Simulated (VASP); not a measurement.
# Ir (Fm-3m) in VASP: a series of runs, part 2 of 2

VASP 6.6.1.

## (3) Single point, r2SCAN

This run uses another cell than the first one, of 14.21 Å³/atom.

POSCAR

```
Ir
1.0
    0.0000000000      1.9224763541      1.9224763541
    1.9224763541      0.0000000000      1.9224763541
    1.9224763541      1.9224763541      0.0000000000
Ir
1
Direct
    0.0000000000      0.0000000000      0.0000000000
```

INCAR.step1

```
SYSTEM = Ir
  ALGO = Normal
  EDIFF = 1E-4
  ENCUT = 520
  GGA = PE
  ISMEAR = 0
  LASPH = .TRUE.
  LCHARG = .FALSE.
  LREAL = .FALSE.
  LWAVE = .TRUE.
  NBANDS = 10
  NELM = 80
  PREC = Accurate
  SIGMA = 0.1
```

INCAR.step2

```
SYSTEM = Ir
  ALGO = Normal
  EDIFF = 1E-6
  ENCUT = 520
  ISIF = 2
  ISMEAR = 0
  ISTART = 1
  LASPH = .TRUE.
  LCHARG = .FALSE.
  LMIXTAU = .TRUE.
  LREAL = .FALSE.
  LWAVE = .FALSE.
  METAGGA = R2SCAN
  NBANDS = 10
  NELM = 80
  PREC = Accurate
  SIGMA = 0.1
```

KPOINTS

```
k-points
0
G
  24 24 24
  0 0 0
```

Potentials or basis: VASP PAW PBE potentials, release 64 (Ir).

Run with:

```sh
> cat potpaw_PBE.64/Ir/POTCAR > POTCAR
> cp INCAR.step1 INCAR
> mpirun -np 1 vasp_std > vasp.out
> cp INCAR.step2 INCAR
> mpirun -np 1 vasp_std > vasp.out
```

OUTCAR:

```text
SYSTEM = Ir
   EDIFF = 1E-6
   ENCUT = 520
   ISIF = 2
   ISMEAR = 0
   ISTART = 1
   LASPH = .TRUE.
   LREAL = .FALSE.
   METAGGA = R2SCAN
   NELM = 80
   PREC = Accurate

 ion  position               nearest neighbor table
   1  0.000  0.000  0.000-

  LATTYP: Found a face centered cubic cell.
 ALAT       =     3.8449527082

  Lattice vectors:

 A1 = (   0.0000000000,   1.9224763541,   1.9224763541)
 A2 = (   1.9224763541,   0.0000000000,   1.9224763541)
 A3 = (   1.9224763541,   1.9224763541,   0.0000000000)

Analysis of symmetry for initial positions (statically):
=====================================================================
 Subroutine PRICEL returns:
 Original cell was already a primitive cell.

 Routine SETGRP: Setting up the symmetry group for a
 face centered cubic supercell.

 Subroutine GETGRP returns: Found 48 space group operations
 (whereof 48 operations were pure point group operations)
 out of a pool of 48 trial point group operations.

The static configuration has the point symmetry O_h .

Analysis of symmetry for dynamics (positions and initial velocities):
=====================================================================
 Subroutine PRICEL returns:
 Original cell was already a primitive cell.

 Routine SETGRP: Setting up the symmetry group for a
 face centered cubic supercell.

 Subroutine GETGRP returns: Found 48 space group operations
 (whereof 48 operations were pure point group operations)
 out of a pool of 48 trial point group operations.

The dynamic configuration has the point symmetry O_h .

 Subroutine INISYM returns: Found 48 space group operations
 (whereof 48 operations are pure point group operations),
 and found     1 'primitive' translations

----------------------------------------------------------------------------------------

                                     Primitive cell

  volume of cell :      14.2106

  direct lattice vectors                    reciprocal lattice vectors
     0.000000000  1.922476354  1.922476354    -0.260081222  0.260081222  0.260081222
     1.922476354  0.000000000  1.922476354     0.260081222 -0.260081222  0.260081222
     1.922476354  1.922476354  0.000000000     0.260081222  0.260081222 -0.260081222

  length of vectors
     2.718792133  2.718792133  2.718792133     0.450473891  0.450473891  0.450473891

  position of ions in fractional coordinates (direct lattice)
     0.000000000  0.000000000  0.000000000

  ion indices of the primitive-cell ions
   primitive index   ion index
                 1           1

----------------------------------------------------------------------------------------

 KPOINTS: k-points

Automatic generation of k-mesh.
 Grid dimensions read from file:
 generate k-points for:   24   24   24

 Generating k-lattice:

  Cartesian coordinates                     Fractional coordinates (reciprocal lattice)
    -0.010836718  0.010836718  0.010836718     0.041666667  0.000000000  0.000000000
     0.010836718 -0.010836718  0.010836718     0.000000000  0.041666667  0.000000000
     0.010836718  0.010836718 -0.010836718     0.000000000  0.000000000  0.041666667

  Length of vectors
     0.018769745  0.018769745  0.018769745

  Shift w.r.t. Gamma in fractional coordinates (k-lattice)
     0.000000000  0.000000000  0.000000000

 Subroutine IBZKPT returns following result:
 ===========================================

 Found    413 irreducible k-points:

 Following reciprocal coordinates:
            Coordinates               Weight
  0.000000  0.000000  0.000000      1.000000
  0.041667  0.000000  0.000000      8.000000
  0.083333  0.000000  0.000000      8.000000
  0.125000  0.000000  0.000000      8.000000
  0.166667  0.000000  0.000000      8.000000
  0.208333  0.000000  0.000000      8.000000
[... 16 lines left out ...]
  0.416667  0.041667  0.000000     24.000000
  0.458333  0.041667  0.000000     24.000000
 [... further k-points ...]
   k-points           NKPTS =    413   k-points in BZ     NKDIM =    413   number of bands    NBANDS=     10
   number of dos      NEDOS =    301   number of ions     NIONS =      1
   total plane-waves  NPLWV =   8000
   dimension x,y,z NGX =    20 NGY =   20 NGZ =   20
   dimension x,y,z NGXF=    40 NGYF=   40 NGZF=   40
   ions per type =               1
   NGX,Y,Z   is equivalent  to a cutoff of  12.23, 12.23, 12.23 a.u.
   NGXF,Y,Z  is equivalent  to a cutoff of  24.46, 24.46, 24.46 a.u.
 SYSTEM =  Ir
   PREC   = accura    normal or accurate (medium, high low for compatibility)
   ISTART =      1    job   : 0-new  1-cont  2-samecut
   ICHARG =      0    charge: 1-file 2-atom 10-const
   ISPIN  =      1    spin polarized calculation?
   LNONCOLLINEAR =      F non collinear calculations
   LSORBIT =      F    spin-orbit coupling
   LASPH  =      T    aspherical Exc in radial PAW
   ENCUT  =  520.0 eV  38.22 Ry    6.18 a.u.   5.06  5.06  5.06*2*pi/ulx,y,z
   NELM   =     80;   NELMIN=  2; NELMDL=  0     # of ELM steps
   EDIFF  = 0.1E-05   stopping-criterion for ELM
   LREAL  =      F    real-space projection
   EDIFFG = 0.1E-04   stopping-criterion for IOM
   NSW    =      0    number of steps for IOM
   IBRION =     -1    ionic relax: 0-MD 1-quasi-New 2-CG
   NFREE  =      0    steps in history (QN), initial steepest desc. (CG)
   ISIF   =      2    stress and relaxation
   ISYM   =      2    0-nonsym 1-usesym 2-fastsym
   POTIM  = 0.5000    time-step for ionic-motion
   TEBEG  =    0.0;   TEEND  =   0.0 temperature during run
   PSTRESS=    0.0 pullay stress
   NELECT =       9.0000    total number of electrons
   NUPDOWN=      -1.0000    fix difference up-down
   EMIN   =  10.00;   EMAX   =-10.00  energy-range for DOS
   EFERMI =   0.00;   METHOD = LEGACY
   ISMEAR =     0;   SIGMA  =   0.10  broadening in eV -4-tet -1-fermi 0-gaus
   EFERMI_NEDOS =   21; number of points for ismear=-14 and -15
   IALGO  =     38    algorithm
   IMIX   =      4    mixing-type and parameters
     AMIX     =   0.40;   BMIX     =  1.00
     AMIX_MAG =   1.60;   BMIX_MAG =  1.00
  volume/ion in A,a.u.               =      14.21        95.90
  Fermi-wavevector in a.u.,A,eV,Ry     =   1.405890  2.656747 26.892277  1.976527
  Thomas-Fermi vector in A             =   2.528306
   LORBIT       =      0    0 simple, 1 ext, 2 COOP (PROOUT), +10 PAW based schemes
   METAGGA = R2SCAN    functional components
   LHFCALC =     F    Hartree Fock is set to
   AEXX    =    0.0000 exact exchange contribution
   IVDW    =     0    specifies the selected vdW correction
   LEPSILON=     F    determine dielectric tensor
   LRPA    =     F    only Hartree local field effects (RPA)
 non-spin polarized calculation
 Gauss-broadening in eV      SIGMA  =   0.10
  energy-cutoff  :      520.00
  volume of cell :       14.21
 maximum number of plane-waves:       392
   NGX = 11   NGY = 11   NGZ = 11

 number of electron       9.0000000 magnetization

 Free energy of the ion-electron system (eV)
  ---------------------------------------------------
  ext. energy  EPLUGINS =         0.00000000
  ---------------------------------------------------
  free energy    TOTEN  =       -52.36778280 eV

  energy without entropy =      -52.36325403  energy(sigma->0) =      -52.36551841

 E-fermi :  10.1102     XC(G=0): -15.2964

 val. band max:       10.1102071592   @ k =   0.3750   0.0417   0.0000
 cond. band min:      10.1102175729   @ k =   0.4167   0.0833   0.0417
 fundamental gap:      0.0000104138
 Fermi energy:        10.1102129935

 k-point     1 :       0.0000    0.0000    0.0000
  band No.  band energies     occupation
      1      -1.3803      2.00000
      2       6.1281      2.00000
      3       6.1281      2.00000
      4       6.1281      2.00000
      5       8.8204      2.00000
      6       8.8204      2.00000
      7      25.2103      0.00000
      8      31.0474      0.00000
      9      31.0474      0.00000
     10      31.0474      0.00000
[... 287 lines left out ...]
 k-point    24 :       0.4583    0.0417    0.0000
  band No.  band energies     occupation
      1       1.8074      2.00000
      2       5.9454      2.00000
      3       6.0863      2.00000
      4       8.5589      2.00000
      5      10.9721      0.00000
      6      11.1124      0.00000
      7      18.3940      0.00000
      8      25.1452      0.00000
      9      30.9246      0.00000
     10      31.2779      0.00000

 [... further k-points ...]

------------------------ aborting loop because EDIFF is reached ----------------------------------------

  FORCE on cell =-STRESS in cart. coord.  units (eV):
  Direction    XX          YY          ZZ          XY          YZ          ZX
  --------------------------------------------------------------------------------------
  -------------------------------------------------------------------------------------
  Total        0.2028846      0.2028846      0.2028846      0.0000000      0.0000000     -0.0000000
  in kB       22.8742411     22.8742411     22.8742411      0.0000000      0.0000000     -0.0000000
  external PRESSURE =      22.8742411 kB  Pullay stress =       0.0000000 kB

 VOLUME and BASIS-vectors are now :
 -----------------------------------------------------------------------------
  energy-cutoff  :      520.00
  volume of cell :       14.21
      direct lattice vectors                 reciprocal lattice vectors
     0.000000000  1.922476354  1.922476354    -0.260081222  0.260081222  0.260081222
     1.922476354  0.000000000  1.922476354     0.260081222 -0.260081222  0.260081222
     1.922476354  1.922476354  0.000000000     0.260081222  0.260081222 -0.260081222

 POSITION                                       TOTAL-FORCE (eV/Angst)
 -----------------------------------------------------------------------------------
      0.00000      0.00000      0.00000        -0.000000      0.000000     -0.000000
 -----------------------------------------------------------------------------------
    total drift:                                0.000000      0.000000      0.000000

  FREE ENERGIE OF THE ION-ELECTRON SYSTEM (eV)
  ---------------------------------------------------
  free  energy   TOTEN  =       -52.3677827952 eV

  energy  without entropy=      -52.3632540333  energy(sigma->0) =      -52.36551841
```

OUTCAR.step1:

```text
SYSTEM = Ir
   EDIFF = 1E-4
   ENCUT = 520
   GGA = PE
   ISMEAR = 0
   LASPH = .TRUE.
[... 529 lines left out ...]
 -----------------------------------------------------------------------------------
      0.00000      0.00000      0.00000         0.000000      0.000000     -0.000000
 -----------------------------------------------------------------------------------
    total drift:                                0.000000     -0.000000     -0.000000

  FREE ENERGIE OF THE ION-ELECTRON SYSTEM (eV)
  ---------------------------------------------------
  free  energy   TOTEN  =        -8.8442859950 eV

  energy  without entropy=       -8.8396336010  energy(sigma->0) =       -8.84195980
```

OSZICAR.step1:

```text
N       E                     dE             d eps       ncg     rms          rms(c)
DAV:   1     0.484095584959E+02    0.48410E+02   -0.43619E+03  8308   0.816E+02
DAV:   2    -0.849011985368E+01   -0.56900E+02   -0.54065E+02  8428   0.197E+02
DAV:   3    -0.939130618837E+01   -0.90119E+00   -0.89808E+00  9612   0.301E+01
DAV:   4    -0.939973466755E+01   -0.84285E-02   -0.84269E-02  9392   0.270E+00
DAV:   5    -0.939990370466E+01   -0.16904E-03   -0.16903E-03  9458   0.367E-01    0.151E+01
DAV:   6    -0.893674595192E+01    0.46316E+00   -0.80510E-01  9232   0.110E+01    0.618E+00
DAV:   7    -0.885037855276E+01    0.86367E-01   -0.26578E-01  9870   0.583E+00    0.148E+00
DAV:   8    -0.884814537851E+01    0.22332E-02   -0.20315E-03  8910   0.467E-01    0.116E+00
DAV:   9    -0.884428297148E+01    0.38624E-02   -0.25025E-03  9278   0.701E-01    0.221E-02
DAV:  10    -0.884428599501E+01   -0.30235E-05   -0.13809E-05  4702   0.397E-02
   1 F= -.88442860E+01 E0= -.88419598E+01  d E =-.465239E-02
```

Wall time 2.1 min (1 thread of Intel Xeon Platinum 8488C (Sapphire Rapids), shared host); peak memory 0.18 GiB.

What came out:

- Free energy: -52.3678 eV
- Pressure: 2.3 GPa
- Band gap on the k mesh: zero (an odd number of electrons rules out a gap without spin polarisation)

Caveat: the PAW data sets were made with another functional, which shifts forces and pressure a little; spin-orbit coupling is left out, which moves the levels of the heavy elements.

## (4) Single point, r2SCAN

This run uses another cell than the first one, of 14.23 Å³/atom.

POSCAR

```
Ir
1.0
    0.0000000000      1.9235065404      1.9235065404
    1.9235065404      0.0000000000      1.9235065404
    1.9235065404      1.9235065404      0.0000000000
Ir
1
Direct
    0.0000000000      0.0000000000      0.0000000000
```

INCAR.step1

```
SYSTEM = Ir
  PREC = Accurate
  ENCUT = 520
  ISMEAR = -1
  SIGMA = 0.15
  LREAL = .False.
  LASPH = .True.
  NELM = 80
  NBANDS = 10
  GGA = PE
  ALGO = Normal
  EDIFF = 1E-4
  LWAVE = .True.
  LCHARG = .False.
```

INCAR.step2

```
SYSTEM = Ir
  PREC = Accurate
  ENCUT = 520
  EDIFF = 1E-7
  ISMEAR = -1
  SIGMA = 0.15
  LREAL = .False.
  LASPH = .True.
  NELM = 80
  ALGO = Normal
  ISIF = 2
  LWAVE = .False.
  LCHARG = .False.
  METAGGA = R2SCAN
  LMIXTAU = .True.
  NBANDS = 10
  ISTART = 1
```

KPOINTS

```
Automatic mesh
0
Gamma
  24 24 24
  0 0 0
```

Potentials or basis: VASP PAW PBE potentials, release 64 (Ir).

Run with:

```sh
> cat potpaw_PBE.64/Ir/POTCAR > POTCAR
> cp INCAR.step1 INCAR
> mpirun -np 1 vasp_std > vasp.out
> cp INCAR.step2 INCAR
> mpirun -np 1 vasp_std > vasp.out
```

OUTCAR:

```text
SYSTEM = Ir
   PREC = Accurate
   ENCUT = 520
   EDIFF = 1E-7
   ISMEAR = -1
   LREAL = .False.
   LASPH = .True.
   NELM = 80
   ISIF = 2
   METAGGA = R2SCAN
   ISTART = 1

 ion  position               nearest neighbor table
   1  0.000  0.000  0.000-

  LATTYP: Found a face centered cubic cell.
 ALAT       =     3.8470130808

  Lattice vectors:

 A1 = (   0.0000000000,   1.9235065404,   1.9235065404)
[... 489 lines left out ...]
      8      25.1185      0.00000
      9      30.8819      0.00000
     10      31.2346      0.00000

 [... further k-points ...]

------------------------ aborting loop because EDIFF is reached ----------------------------------------

  FORCE on cell =-STRESS in cart. coord.  units (eV):
  Direction    XX          YY          ZZ          XY          YZ          ZX
  --------------------------------------------------------------------------------------
  -------------------------------------------------------------------------------------
  Total        0.2013431      0.2013431      0.2013431      0.0000000      0.0000000     -0.0000000
  in kB       22.6639838     22.6639838     22.6639838      0.0000000      0.0000000     -0.0000000
  external PRESSURE =      22.6639838 kB  Pullay stress =       0.0000000 kB

 VOLUME and BASIS-vectors are now :
 -----------------------------------------------------------------------------
  energy-cutoff  :      520.00
  volume of cell :       14.23
      direct lattice vectors                 reciprocal lattice vectors
     0.000000000  1.923506540  1.923506540    -0.259941929  0.259941929  0.259941929
     1.923506540  0.000000000  1.923506540     0.259941929 -0.259941929  0.259941929
     1.923506540  1.923506540  0.000000000     0.259941929  0.259941929 -0.259941929

 POSITION                                       TOTAL-FORCE (eV/Angst)
 -----------------------------------------------------------------------------------
      0.00000      0.00000      0.00000        -0.000000      0.000000     -0.000000
 -----------------------------------------------------------------------------------
    total drift:                                0.000000      0.000000     -0.000000

  FREE ENERGIE OF THE ION-ELECTRON SYSTEM (eV)
  ---------------------------------------------------
  free  energy   TOTEN  =       -52.3992117389 eV

  energy  without entropy=      -52.3317580155  energy(sigma->0) =      -52.36548488
```

OSZICAR.step1:

```text
N       E                     dE             d eps       ncg     rms          rms(c)
DAV:   1     0.486037017341E+02    0.48604E+02   -0.43971E+03  8340   0.820E+02
DAV:   2    -0.850523532649E+01   -0.57109E+02   -0.54218E+02  8466   0.198E+02
DAV:   3    -0.942385089247E+01   -0.91862E+00   -0.91562E+00  9656   0.305E+01
DAV:   4    -0.943238365437E+01   -0.85328E-02   -0.85313E-02  9274   0.270E+00
DAV:   5    -0.943255675811E+01   -0.17310E-03   -0.17310E-03  9458   0.373E-01    0.151E+01
DAV:   6    -0.897000867753E+01    0.46255E+00   -0.80710E-01  9250   0.110E+01    0.622E+00
DAV:   7    -0.888423323403E+01    0.85775E-01   -0.26258E-01  9870   0.579E+00    0.151E+00
DAV:   8    -0.888110203888E+01    0.31312E-02   -0.21610E-03  8946   0.501E-01    0.102E+00
DAV:   9    -0.887814827163E+01    0.29538E-02   -0.19947E-03  9324   0.623E-01    0.158E-02
DAV:  10    -0.887815380524E+01   -0.55336E-05   -0.99464E-06  4544   0.314E-02
   1 F= -.88781538E+01 E0= -.88425175E+01  d E =-.712726E-01
```

It took 2.2 min on 1 thread of Intel Xeon Platinum 8488C (Sapphire Rapids), shared host; peak memory 0.18 GiB.

Results:

| Quantity | Value |
| --- | --- |
| Free energy | -52.3992 eV |
| Pressure | 2.3 GPa |
| Band gap on the k mesh | zero (an odd number of electrons rules out a gap without spin polarisation) |

Caveat: the PAW data sets were made with another functional, which shifts forces and pressure a little; spin-orbit coupling is left out, which moves the levels of the heavy elements.

## (5) Overview

```tsv
cell	k mesh	smearing	gap on the mesh (eV)	pressure (GPa)
a = 2.725 Å, angles 60.0°, 1 atom	8 × 8 × 8	gaussian 0.1 eV	none	1.0
a = 2.719 Å, angles 60.0°, 1 atom	24 × 24 × 24	gaussian 0.1 eV	none	2.3
a = 2.720 Å, angles 60.0°, 1 atom	24 × 24 × 24	fermi-dirac 0.15 eV	none	2.3
```

Alike in all rows: task single point; level r2SCAN; potentials or basis VASP PAW PBE potentials, release 64 (Ir); no spin polarisation; cutoff (eV) 520.

Caveats: the PAW data sets were made with another functional, which shifts forces and pressure a little; spin-orbit coupling is left out, which moves the levels of the heavy elements.

Total energies depend on the potentials used, so only differences within one code and one set of settings carry meaning.

The gap in the log of VASP goes by the Fermi energy; the results here count the filled bands.